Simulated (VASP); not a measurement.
Here is a VASP 6.6.1 calculation.

Contents of INCAR:

```
SYSTEM = CdF2
PREC     = Accurate       ! precision mode
ENCUT    = 520            ! plane-wave cutoff, eV
EDIFF    = 1E-6           ! SCF threshold, eV
ISMEAR   = 0              ! smearing method
SIGMA    = 0.05           ! smearing width, eV
LREAL    = .False.        ! projectors in reciprocal space
LASPH    = .True.         ! aspherical terms in the spheres
NELM     = 100            ! most SCF steps
ALGO     = Normal         ! electronic algorithm
ISIF     = 2              ! what is computed and relaxed
LWAVE    = .False.        ! write WAVECAR
LCHARG   = .False.        ! write CHGCAR
NBANDS   = 20             ! bands
```

File KPOINTS:

```
Automatic mesh
0
Gamma
  8 8 8
  0 0 0
```

POSCAR

```
CdF2
1.0
    0.0000000000      2.6488277134      2.6488277134
    2.2515035564      0.0000000000      2.6488277134
    2.2515035564      2.6488277134      0.0000000000
Cd F
1 2
Direct
    0.0000000000      0.0000000000      0.0000000000
    0.2500000000      0.2500000000      0.2500000000
    0.7500000000      0.7500000000      0.7500000000
```

Potentials or basis: VASP PAW LDA potentials, release 64 (Cd, F).

Run with:

```console
$ cat potpaw_LDA.64/Cd/POTCAR potpaw_LDA.64/F/POTCAR > POTCAR
$ mpirun -np 1 vasp_std > vasp.out
```

Task: Predict the band gap on the k mesh.

Result: 2.83 eV (least direct gap 3.30 eV).

Task: Predict the pressure.

Result: 32.9 GPa.

Stress tensor (GPa, compression positive):
```
49.47  0.00  0.00
 0.00 24.58  0.00
 0.00  0.00 24.58
```

Caveat: the cell differs from its parent crystal (strain -0.1500 x Voigt [1, 0, 0, 0, 0, 0]); the stress differs along the axes, from 25 to 49 GPa. A k mesh can miss the band edges.
